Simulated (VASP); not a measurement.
# TaMnB4 (P6/mmm) in VASP: a series of runs

Runs on TaMnB4. Level: PBE. Tasks: relaxation of shape and atoms at fixed volume, single point, relaxation of cell and atoms.

All numbers are computed with VASP 6.6.1; they aren't measurements. Logs are shortened: lines on timing, memory, paths and dates and some standing lists are left out, and cuts for length are marked.

**1. The cell of the first run**

It takes space group P6/mmm (No. 191, hexagonal). Conventional cell: a = 2.976 Å, b = 2.976 Å, c = 6.011 Å, α = 90.00°, β = 90.00°, γ = 120.00°. Within 3.1 Å of Ta (site symmetry 6/mmm) lie 12 B at 2.36 Å and 6 Ta at 2.98 Å and 2 Mn at 3.01 Å. Mn (site symmetry 6/mmm) has 12 B at 2.21 Å and 6 Mn at 2.98 Å and 2 Ta at 3.01 Å within 3.1 Å. Within 2.4 Å of B (site symmetry 3m) lie 3 B at 1.72 Å and 3 Mn at 2.21 Å and 3 Ta at 2.36 Å.

**2. Relaxation of shape and atoms at fixed volume, PBE, collinear spin, ferromagnetic start (7.68 Å³/atom)**

INCAR reads:

```
PREC = Accurate
ENCUT = 600
EDIFF = 1E-7
ISMEAR = 0
SIGMA = 0.1
LREAL = F
LASPH = T
NELM = 150
ALGO = Normal
ISIF = 4
LWAVE = F
LCHARG = F
ISPIN = 2
MAGMOM = 0 2.35 0 0 0 0
LORBIT = 11
LMAXMIX = 4
GGA = PE
IBRION = 2
NSW = 50
EDIFFG = -0.01
```

KPOINTS reads:

```
regular mesh
0
Gamma
  12 12 6
```

POSCAR reads:

```
TaMnB4
1.0
    2.9761590898      0.0000000000      0.0000000000
   -1.4880795449      2.5774293775      0.0000000000
    0.0000000000      0.0000000000      6.0106906758
Ta Mn B
1 1 4
Direct
    0.0000000000      0.0000000000      0.5000000000
    0.0000000000      0.0000000000      0.0000000000
    0.3333333333      0.6666666667      0.7686346487
    0.3333333333      0.6666666667      0.2313653513
    0.6666666667      0.3333333333      0.7686346487
    0.6666666667      0.3333333333      0.2313653513
```

Potentials or basis: VASP PAW PBE potentials, release 64 (Ta_pv, Mn_pv, B).

Command:

```
$ cat potpaw_PBE.64/Ta_pv/POTCAR potpaw_PBE.64/Mn_pv/POTCAR potpaw_PBE.64/B/POTCAR > POTCAR
$ mpirun -np 1 vasp_std > vasp.out
```

OUTCAR:

```text
PREC = Accurate
   ENCUT = 600
   EDIFF = 1E-7
   ISMEAR = 0
   LREAL = F
   LASPH = T
   NELM = 150
   ISIF = 4
   ISPIN = 2
   LORBIT = 11
   GGA = PE
   IBRION = 2
   NSW = 50
   EDIFFG = -0.01

 ion  position               nearest neighbor table
   1  0.000  0.000  0.500-   3 2.36   4 2.36   5 2.36   6 2.36   5 2.36   6 2.36   3 2.36   4 2.36
                             5 2.36   6 2.36   3 2.36   4 2.36   2 3.01   2 3.01
   2  0.000  0.000  0.000-   3 2.21   4 2.21   5 2.21   6 2.21   5 2.21   6 2.21   3 2.21   4 2.21
                             5 2.21   6 2.21   3 2.21   4 2.21   1 3.01   1 3.01
   3  0.333  0.667  0.769-   5 1.72   5 1.72   5 1.72   2 2.21   2 2.21   2 2.21   1 2.36   1 2.36
                             1 2.36
   4  0.333  0.667  0.231-   6 1.72   6 1.72   6 1.72   2 2.21   2 2.21   2 2.21   1 2.36   1 2.36
                             1 2.36
   5  0.667  0.333  0.769-   3 1.72   3 1.72   3 1.72   2 2.21   2 2.21   2 2.21   1 2.36   1 2.36
                             1 2.36
   6  0.667  0.333  0.231-   4 1.72   4 1.72   4 1.72   2 2.21   2 2.21   2 2.21   1 2.36   1 2.36
                             1 2.36

  LATTYP: Found a hexagonal cell.
 ALAT       =     2.9761590898
 C/A-ratio  =     2.0196133656

  Lattice vectors:

 A1 = (   2.9761590898,   0.0000000000,   0.0000000000)
 A2 = (  -1.4880795449,   2.5774293775,   0.0000000000)
 A3 = (   0.0000000000,   0.0000000000,   6.0106906758)

Analysis of symmetry for initial positions (statically):
=====================================================================
 Subroutine PRICEL returns:
 Original cell was already a primitive cell.

 Routine SETGRP: Setting up the symmetry group for a
 hexagonal supercell.

 Subroutine GETGRP returns: Found 24 space group operations
 (whereof 24 operations were pure point group operations)
 out of a pool of 24 trial point group operations.

The static configuration has the point symmetry D_6h.

Analysis of symmetry for dynamics (positions and initial velocities):
=====================================================================
 Subroutine PRICEL returns:
 Original cell was already a primitive cell.

 Routine SETGRP: Setting up the symmetry group for a
 hexagonal supercell.

 Subroutine GETGRP returns: Found 24 space group operations
 (whereof 24 operations were pure point group operations)
 out of a pool of 24 trial point group operations.

The dynamic configuration has the point symmetry D_6h.

Analysis of structural, dynamic, and magnetic symmetry:
=====================================================================
 Subroutine PRICEL returns:
 Original cell was already a primitive cell.

 Routine SETGRP: Setting up the symmetry group for a
 hexagonal supercell.

 Subroutine GETGRP returns: Found 24 space group operations
 (whereof 24 operations were pure point group operations)
 out of a pool of 24 trial point group operations.

The overall configuration has the point symmetry D_6h.

 Subroutine INISYM returns: Found 24 space group operations
 (whereof 24 operations are pure point group operations),
 and found     1 'primitive' translations

----------------------------------------------------------------------------------------

                                     Primitive cell

  volume of cell :      46.1070

  direct lattice vectors                    reciprocal lattice vectors
     2.976159090  0.000000000  0.000000000     0.336003543  0.193991736  0.000000000
    -1.488079545  2.577429378  0.000000000     0.000000000  0.387983472  0.000000000
     0.000000000  0.000000000  6.010690676     0.000000000  0.000000000  0.166370232

  length of vectors
     2.976159090  2.976159090  6.010690676     0.387983473  0.387983472  0.166370232

  position of ions in fractional coordinates (direct lattice)
     0.000000000  0.000000000  0.500000000
     0.000000000  0.000000000  0.000000000
     0.333333333  0.666666667  0.768634649
     0.333333333  0.666666667  0.231365351
     0.666666667  0.333333333  0.768634649
     0.666666667  0.333333333  0.231365351

  ion indices of the primitive-cell ions
   primitive index   ion index
                 1           1
                 2           2
                 3           3
                 4           4
                 5           5
                 6           6

----------------------------------------------------------------------------------------

 KPOINTS: regular mesh

Automatic generation of k-mesh.
 Grid dimensions read from file:
 generate k-points for:   12   12    6

 Generating k-lattice:

  Cartesian coordinates                     Fractional coordinates (reciprocal lattice)
     0.028000295  0.016165978  0.000000000     0.083333333  0.000000000  0.000000000
     0.000000000  0.032331956  0.000000000     0.000000000  0.083333333  0.000000000
     0.000000000  0.000000000  0.027728372     0.000000000  0.000000000  0.166666667

  Length of vectors
     0.032331956  0.032331956  0.027728372

  Shift w.r.t. Gamma in fractional coordinates (k-lattice)
     0.000000000  0.000000000  0.000000000

 Subroutine IBZKPT returns following result:
 ===========================================

 Found     76 irreducible k-points:

 Following reciprocal coordinates:
            Coordinates               Weight
  0.000000  0.000000  0.000000      1.000000
  0.083333 -0.000000  0.000000      6.000000
  0.166667 -0.000000  0.000000      6.000000
  0.250000 -0.000000  0.000000      6.000000
  0.333333 -0.000000  0.000000      6.000000
  0.416667 -0.000000  0.000000      6.000000
[... 16 lines left out ...]
  0.250000 -0.000000  0.166667     12.000000
  0.333333 -0.000000  0.166667     12.000000
 [... further k-points ...]
   k-points           NKPTS =     76   k-points in BZ     NKDIM =     76   number of bands    NBANDS=     23
   number of dos      NEDOS =    301   number of ions     NIONS =      6
   total plane-waves  NPLWV =  27648
   dimension x,y,z NGX =    24 NGY =   24 NGZ =   48
   dimension x,y,z NGXF=    48 NGYF=   48 NGZF=   96
   ions per type =               1   1   4
   NGX,Y,Z   is equivalent  to a cutoff of  13.41, 13.41, 13.28 a.u.
   NGXF,Y,Z  is equivalent  to a cutoff of  26.81, 26.81, 26.55 a.u.
 SYSTEM =  unknown system
   PREC   = accura    normal or accurate (medium, high low for compatibility)
   ISTART =      0    job   : 0-new  1-cont  2-samecut
   ICHARG =      2    charge: 1-file 2-atom 10-const
   ISPIN  =      2    spin polarized calculation?
   LNONCOLLINEAR =      F non collinear calculations
   LSORBIT =      F    spin-orbit coupling
   LASPH  =      T    aspherical Exc in radial PAW
   ENCUT  =  600.0 eV  44.10 Ry    6.64 a.u.   5.94  5.94 12.00*2*pi/ulx,y,z
   NELM   =    150;   NELMIN=  2; NELMDL= -5     # of ELM steps
   EDIFF  = 0.1E-06   stopping-criterion for ELM
   LREAL  =      F    real-space projection
   EDIFFG = -.1E-01   stopping-criterion for IOM
   NSW    =     50    number of steps for IOM
   IBRION =      2    ionic relax: 0-MD 1-quasi-New 2-CG
   NFREE  =      1    steps in history (QN), initial steepest desc. (CG)
   ISIF   =      4    stress and relaxation
   ISYM   =      2    0-nonsym 1-usesym 2-fastsym
   POTIM  = 0.5000    time-step for ionic-motion
   TEBEG  =    0.0;   TEEND  =   0.0 temperature during run
   PSTRESS=    0.0 pullay stress
   NELECT =      36.0000    total number of electrons
   NUPDOWN=      -1.0000    fix difference up-down
   EMIN   =  10.00;   EMAX   =-10.00  energy-range for DOS
   EFERMI =   0.00;   METHOD = LEGACY
   ISMEAR =     0;   SIGMA  =   0.10  broadening in eV -4-tet -1-fermi 0-gaus
   EFERMI_NEDOS =   21; number of points for ismear=-14 and -15
   IALGO  =     38    algorithm
   IMIX   =      4    mixing-type and parameters
     AMIX     =   0.40;   BMIX     =  1.00
     AMIX_MAG =   1.60;   BMIX_MAG =  1.00
  volume/ion in A,a.u.               =       7.68        51.86
  Fermi-wavevector in a.u.,A,eV,Ry     =   1.507486  2.848735 30.919423  2.272513
  Thomas-Fermi vector in A             =   2.618066
   LORBIT       =     11    0 simple, 1 ext, 2 COOP (PROOUT), +10 PAW based schemes
   GGA     = PE    functional components
   LHFCALC =     F    Hartree Fock is set to
   AEXX    =    0.0000 exact exchange contribution
   IVDW    =     0    specifies the selected vdW correction
   LEPSILON=     F    determine dielectric tensor
   LRPA    =     F    only Hartree local field effects (RPA)
 conjugate gradient relaxation of ions
 spin polarized calculation
 Gauss-broadening in eV      SIGMA  =   0.10
  energy-cutoff  :      600.00
  volume of cell :       46.11
 maximum number of plane-waves:      1563
 NGX is ok and might be reduce to    24
   NGX = 11   NGY = 11   NGZ = 25

--------------------------------------- Ionic step        1  -------------------------------------------

 number of electron      35.9999996 magnetization       1.9516171

 Free energy of the ion-electron system (eV)
  ---------------------------------------------------
  ext. energy  EPLUGINS =         0.00000000
  ---------------------------------------------------
  free energy    TOTEN  =       -50.19677427 eV

  energy without entropy =      -50.19073031  energy(sigma->0) =      -50.19375229

------------------------ aborting loop because EDIFF is reached ----------------------------------------

  FORCE on cell =-STRESS in cart. coord.  units (eV):
  Direction    XX          YY          ZZ          XY          YZ          ZX
  --------------------------------------------------------------------------------------
  -------------------------------------------------------------------------------------
  Total        9.1731741      9.1731741      8.5205306     -0.0000000     -0.0000000      0.0000000
  in kB      318.7593429    318.7593429    296.0805819     -0.0000000     -0.0000000      0.0000000
  external PRESSURE =     311.1997559 kB  Pullay stress =       0.0000000 kB
[... 147 lines left out ...]
--------------------------------------- Ionic step        5  -------------------------------------------

 number of electron      35.9999987 magnetization       1.8040121

 Free energy of the ion-electron system (eV)
  ---------------------------------------------------
  ext. energy  EPLUGINS =         0.00000000
  ---------------------------------------------------
  free energy    TOTEN  =       -50.20231147 eV

  energy without entropy =      -50.19319201  energy(sigma->0) =      -50.19775174

 E-fermi :  10.6550     XC(G=0): -13.6774

 val. band max:       10.6533633389   @ k =   0.3333  -0.0000   0.3333
 cond. band min:      10.6730644433   @ k =   0.0000   0.0000   0.1667
 fundamental gap:      0.0197011044
 Fermi energy:        10.6549877292

 spin component 1

 k-point     1 :       0.0000    0.0000    0.0000
  band No.  band energies     occupation
      1     -38.9005      1.00000
      2     -38.6974      1.00000
      3     -38.6974      1.00000
      4     -24.8373      1.00000
      5     -24.0896      1.00000
      6     -24.0896      1.00000
[... 613 lines left out ...]
     22      13.3140      0.00000
     23      14.5247      0.00000

 [... further k-points ...]

 spin component 2

 k-point     1 :       0.0000    0.0000    0.0000
  band No.  band energies     occupation
      1     -37.0270      1.00000
      2     -36.6966      1.00000
      3     -36.6966      1.00000
      4     -24.8826      1.00000
      5     -24.1112      1.00000
      6     -24.1112      1.00000
[... 648 lines left out ...]
  FREE ENERGIE OF THE ION-ELECTRON SYSTEM (eV)
  ---------------------------------------------------
  free  energy   TOTEN  =       -50.2023114680 eV

  energy  without entropy=      -50.1931920126  energy(sigma->0) =      -50.19775174

 reached required accuracy - stopping structural energy minimisation

 total charge

# of ion       s       p       d       tot
------------------------------------------
    1        0.304   6.288   2.654   9.246
    2        0.305   6.408   5.429  12.142
    3        0.687   1.401   0.000   2.087
    4        0.687   1.401   0.000   2.087
    5        0.687   1.401   0.000   2.087
    6        0.687   1.401   0.000   2.087
--------------------------------------------------
tot          3.356  18.299   8.083  29.738

 magnetization (x)

# of ion       s       p       d       tot
------------------------------------------
    1       -0.001  -0.000  -0.047  -0.048
    2        0.012   0.019   1.801   1.832
    3       -0.002   0.004   0.000   0.002
    4       -0.002   0.004   0.000   0.002
    5       -0.002   0.004   0.000   0.002
    6       -0.002   0.004   0.000   0.002
--------------------------------------------------
tot          0.001   0.036   1.754   1.791
```

It took 14 min on 1 thread of Oxide Virtual Turin-like, shared host; peak memory 0.28 GiB.

Results:

```
Free energy                                           : -50.2023 eV
Energy gained by relaxing                             : 0.9 meV/atom
Ionic steps                                           : 5
Pressure after relaxing                               : 29.6 GPa
Largest force after relaxing                          : 0.007 eV/Å
Net moment                                            : 1.80 μB per cell
Site moments                                          : Ta -0.05; Mn +1.83; B +0.00 μB
Valence electrons inside the program's atomic spheres : Ta 9.25; Mn 12.14; B 2.09
```

Forces on the atoms (eV/Å):
```
Ta   0.000  0.000  0.000
Mn   0.000  0.000  0.000
B    0.000  0.000 -0.007
B    0.000  0.000  0.007
B    0.000  0.000 -0.007
B    0.000  0.000  0.007
```

Stress tensor (GPa, compression positive):
```
29.62  0.00  0.00
 0.00 29.62  0.00
 0.00  0.00 29.51
```

The path:
```
step  energy change (eV)  largest force (eV/Å)  pressure (GPa)  volume (Å³)
   1              0.0000                0.1044           31.12        46.11
   2             -0.0033                0.0413           30.63        46.11
   3             -0.0048                0.0700           29.57        46.11
   4             -0.0049                0.0481           29.78        46.11
   5             -0.0055                0.0075           29.58        46.11
```

Final structure:
```
Ta Mn B
1.0
     2.99359    0.00000    0.00000
    -1.49679    2.59252    0.00000
     0.00000    0.00000    5.94090
Ta Mn B
1 1 4
Direct
  0.00000 0.00000 0.50000
  0.00000 0.00000 0.00000
  0.33333 0.66667 0.77046
  0.33333 0.66667 0.22954
  0.66667 0.33333 0.77046
  0.66667 0.33333 0.22954
```

Caveat: spin-orbit coupling is left out, which moves the levels of the heavy elements; a cell with one magnetic atom can't hold antiferromagnetic order, which such compounds often take.

(Continued in part 2 of 2.)
